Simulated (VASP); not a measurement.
GaSb, 2 atoms in the cell. It takes space group I4mm (No. 107, tetragonal). Conventional cell: a = 3.874 Å, b = 3.874 Å, c = 7.035 Å, α = 90.00°, β = 90.00°, γ = 90.00°. Ga (site symmetry 4mm) has 5 Sb at 2.72 to 2.85 Å within 3.6 Å. Sb (site symmetry 4mm) has 5 Ga at 2.72 to 2.85 Å within 3.6 Å. 

- Program: VASP 6.6.1
- Task: single point
- Functional: PBE
- Potentials or basis: VASP PAW PBE potentials, release 64 (Ga_d, Sb)
- Cutoff: 520 eV
- k mesh: 16 × 16 × 16
- Occupations: gaussian, width 0.1 eV
- Spin: no spin polarisation
- Dipole correction: no
- Further INCAR settings: ALGO = Normal; EDIFF = 1e-06; NBANDS = 16

Potentials or basis: VASP PAW PBE potentials, release 64 (Ga_d, Sb).

Command:

```sh
$ cat potpaw_PBE.64/Ga_d/POTCAR potpaw_PBE.64/Sb/POTCAR > POTCAR
$ mpirun -np 1 vasp_std > vasp.out
```

Hardware: 1 thread of Intel Xeon 8259CL (shared host).

Q: Estimate the wall time of this run.

A: Run time: 7 min on 1 thread of Intel Xeon 8259CL (shared host), peak memory 0.44 GiB. Counts: scf iterations 11, k points 349.
